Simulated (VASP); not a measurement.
ZnCu: single point with PBEsol

Crystal: ZnCu.

```
CELL_PARAMETERS angstrom
2.89169 0.00000 0.00000
0.00000 2.89169 0.00000
0.00000 0.00000 2.89169
ATOMIC_POSITIONS crystal
Zn 0.50000 0.50000 0.50000
Cu 0.00000 0.00000 0.00000
```

```yaml
Program: VASP 6.6.1
Task: single point
Functional: PBEsol
Potentials_or_basis: VASP PAW PBE potentials, release 64 (Zn, Cu)
Cutoff: 520 eV
k_mesh: 10 × 10 × 10
Occupations: methfessel-paxton, width 0.1 eV
Spin: no spin polarisation
```

```yaml
Pressure: 3.3 GPa
```

Levels at points of the mesh, in eV from the Fermi level:
| k point | band 10 | band 11 | band 12 | band 13 | band 14 | band 15 |
| --- | --- | --- | --- | --- | --- | --- |
| (0.00, 0.00, 0.00) | -2.95 | -2.95 | 6.27 | 6.27 | 6.27 | 11.49 |
| (0.50, 0.00, 0.00) | -3.56 | -3.04 | -2.17 | 12.05 | 12.05 | 12.65 |
| (0.50, 0.50, 0.00) | -2.69 | -2.21 | -2.21 | 1.87 | 2.19 | 14.37 |
| (0.50, 0.50, 0.50) | -2.67 | 4.10 | 4.33 | 4.33 | 4.33 | 4.56 |

It took 26 s on 1 thread of Intel(R) Xeon(R) Platinum 8375C CPU @ 2.90GHz (Ice Lake), on a shared host, peak memory 0.15 GiB.

Caveat: the PAW data sets were made with another functional, which shifts forces and pressure a little.
